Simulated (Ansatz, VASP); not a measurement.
TaSi2: VASP beside Ansatz

```
Ta Si
1.0
     4.76136    0.00000    0.00000
    -2.38068    4.12346    0.00000
     0.00000    0.00000    6.55812
Ta Si
3 6
Direct
  0.50000 0.00000 0.93474
  0.50000 0.50000 0.66667
  0.00000 0.50000 0.33333
  0.15926 0.31852 0.00000
  0.84074 0.15926 0.66667
  0.68148 0.84074 0.33333
  0.84074 0.68148 0.00000
  0.15926 0.84074 0.66667
  0.31852 0.15926 0.33333
```

Alike in both runs: task single point; functional PBEsol; k mesh 9 × 9 × 6; occupations gaussian, width 0.15 eV; no spin polarisation.

|  | VASP | Ansatz |
| --- | --- | --- |
| version | VASP 6.6.1 | Ansatz 0.2.0 |
| potentials or method | VASP PAW PBE potentials, release 64 (Ta_pv, Si), cutoff 520 eV | scalar-relativistic, plane waves, PAW |
| valence electrons in the cell | 57 | 63 |

```tsv
	VASP	Ansatz	Ansatz less VASP
gap on the k mesh at the Fermi level (eV)	none	none	-
pressure (GPa)	7.0	6.8	-0.23
traceless stress, the component that is largest in VASP (GPa)	6.82	6.78	-0.044
rms of the force components (eV/Å)	2.177	2.170	-0.0071
```

VASP's potentials were made for PBE, not for PBEsol, and Ansatz warns of the same on its side. Atom by atom the forces differ by 0.008 eV/Å (rms over components). A gap of «none» marks a metal or a gap that the smearing closes. The functional is the same, so the differences come from potentials, cutoffs and numerics. VASP's potentials hold 57 valence electrons a cell and Ansatz's 63, so a difference there can come from the potentials and not from the codes.

Spin-orbit coupling is off throughout.
